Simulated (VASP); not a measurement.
Input of a VASP 6.6.1 run:

The input INCAR:

```
SYSTEM = Hf5C3
ALGO = Normal ; EDIFF = 1E-7
ENCUT = 520 ; GGA = PE
ISIF = 2 ; ISMEAR = 0
LASPH = .TRUE. ; LCHARG = .FALSE.
LREAL = .FALSE. ; LWAVE = .FALSE.
NBANDS = 41 ; NELM = 80
PREC = Accurate ; SIGMA = 0.1
```

Contents of KPOINTS:

```
k-points
0
G
  6 6 10
  0 0 0
```

POSCAR

```
Hf5C3
1.0
    3.6179673158     -5.1195142267      0.0000000000
    3.6179673158      5.1195142267      0.0000000000
    0.0000000000      0.0000000000      3.3204066823
Hf C
5 3
Direct
    0.0000000000      0.0000000000      0.0000000000
    0.0000000000      0.5000000000      0.0000000000
    0.5000000000      0.0000000000      0.0000000000
    0.2971949674      0.2971949674      0.5000000000
    0.7028050326      0.7028050326      0.5000000000
    0.5000000000      0.5000000000      0.0000000000
    0.8395956725      0.1604043275      0.5000000000
    0.1604043275      0.8395956725      0.5000000000
```

Potentials or basis: VASP PAW PBE potentials, release 64 (Hf_pv, C).

The run is started by

```bash
$ cat potpaw_PBE.64/Hf_pv/POTCAR potpaw_PBE.64/C/POTCAR > POTCAR
$ mpirun -np 1 vasp_std > vasp.out
```

Task: What does it give for the pressure?

Result: -0.7 GPa.

Task: Estimate the largest force.

Result: 0.029 eV/Å.

Forces in eV/Å, atoms in the order of the input:
```
Hf   0.000  0.000  0.000
Hf   0.000  0.000  0.000
Hf   0.000  0.000  0.000
Hf  -0.029  0.000  0.000
Hf   0.029  0.000  0.000
C    0.000  0.000  0.000
C    0.000 -0.007  0.000
C    0.000  0.007  0.000
```
